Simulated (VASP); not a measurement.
Set up this calculation in VASP 6.6.1, as the native input.

- Task: single point
- Functional: r2SCAN
- Potentials or basis: VASP PAW PBE potentials, release 64 (Hg, Te)
- Cutoff: 520 eV
- k mesh: 10 × 10 × 10
- Occupations: fermi-dirac, width 0.05 eV
- Spin: no spin polarisation
- Dipole correction: no
- Further INCAR settings: ALGO = Normal; EDIFF = 1e-07; NBANDS = 16

Crystal: HgTe.

```
Hg Te
1.0
    -3.02516    3.02516    1.54894
     3.02516   -3.02516    1.54894
     3.02516    3.02516   -1.54894
Hg Te
1 1
Direct
  0.75000 0.25000 0.50000
  0.00000 0.00000 0.00000
```

One way to write it, as run:

POSCAR

```
HgTe
1.0
   -3.0251620955      3.0251620955      1.5489438457
    3.0251620955     -3.0251620955      1.5489438457
    3.0251620955      3.0251620955     -1.5489438457
Hg Te
1 1
Direct
    0.7500000000      0.2500000000      0.5000000000
    0.0000000000      0.0000000000      0.0000000000
```

INCAR.step1

```
SYSTEM = HgTe
PREC = Accurate
ENCUT = 520
ISMEAR = -1
SIGMA = 0.05
LREAL = .FALSE.
LASPH = .TRUE.
NELM = 60
NBANDS = 16
GGA = PE
ALGO = Normal
EDIFF = 1E-4
LWAVE = .TRUE.
LCHARG = .FALSE.
```

INCAR.step2

```
SYSTEM = HgTe
PREC = Accurate
ENCUT = 520
EDIFF = 1E-7
ISMEAR = -1
SIGMA = 0.05
LREAL = .FALSE.
LASPH = .TRUE.
NELM = 60
ALGO = Normal
ISIF = 2
LWAVE = .FALSE.
LCHARG = .FALSE.
METAGGA = R2SCAN
LMIXTAU = .TRUE.
NBANDS = 16
ISTART = 1
```

KPOINTS

```
Automatic mesh
0
G
  10 10 10
  0 0 0
```

Potentials or basis: VASP PAW PBE potentials, release 64 (Hg, Te).

Command:

```sh
$ cat potpaw_PBE.64/Hg/POTCAR potpaw_PBE.64/Te/POTCAR > POTCAR
$ cp INCAR.step1 INCAR
$ mpirun -np 1 vasp_std > vasp.out
$ cp INCAR.step2 INCAR
$ mpirun -np 1 vasp_std > vasp.out
```

It gave:

| Item | Value |
| --- | --- |
| Pressure | -0.1 GPa |
| Band gap on the k mesh | zero (band 9 reaches 6.15 eV, above the bottom of band 10 at 2.54 eV) |

Caveat: the PAW data sets were made with another functional, which shifts forces and pressure a little; spin-orbit coupling is left out, which moves the levels of the heavy elements.

It took 5.1 min on 1 thread of Intel Xeon 6975P-C, with other jobs on the host, peak memory 0.28 GiB.
